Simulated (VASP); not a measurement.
A run of VASP 6.6.1 is set up as follows.

The input INCAR:

```
PREC     = Accurate       # precision mode
ENCUT    = 520            # plane-wave cutoff, eV
EDIFF    = 1E-7           # SCF threshold, eV
ISMEAR   = -1             # smearing method
SIGMA    = 0.05           # smearing width, eV
LREAL    = False          # projectors in reciprocal space
LASPH    = True           # aspherical terms in the spheres
NELM     = 150            # most SCF steps
ALGO     = Normal         # electronic algorithm
ISIF     = 2              # what is computed and relaxed
LWAVE    = False          # write WAVECAR
LCHARG   = True           # write CHGCAR
ISPIN    = 2              # spin polarisation
MAGMOM   = 4.5 4.5        # initial moments
LORBIT   = 11             # projections on sites
LMAXMIX  = 4              # l up to which the mixer works
GGA      = PS             # functional
LELF     = True           # ELF
LVHAR    = True         
NBANDS   = 23             # bands
```

The input KPOINTS:

```
Automatic mesh
0
Gamma
  11 11 6
```

The input POSCAR:

```
Cr
1.0
    2.7140000000      0.0000000000      0.0000000000
   -1.3570000000      2.3503929459      0.0000000000
    0.0000000000      0.0000000000      4.4100000000
Cr
2
Direct
    0.6666666667      0.3333333333      0.7500000000
    0.3333333333      0.6666666667      0.2500000000
```

Potentials or basis: VASP PAW PBE potentials, release 64 (Cr_pv).

Command:

```sh
$ cat potpaw_PBE.64/Cr_pv/POTCAR > POTCAR
$ mpirun -np 1 vasp_std > vasp.out
```

Question: Predict the site moments.

Answer: Cr +0.78 μB.

Question: Estimate the pressure.

Answer: -32.2 GPa.

Stress tensor (GPa, compression positive):
```
-33.64   0.00   0.00
  0.00 -33.64   0.00
  0.00   0.00 -29.27
```

Caveat: the cell stands under tension; an empty level that is flat over the whole mesh can mark a ghost state of the potentials, or a narrow d or f band; the PAW data sets were made with another functional, which shifts forces and pressure a little.
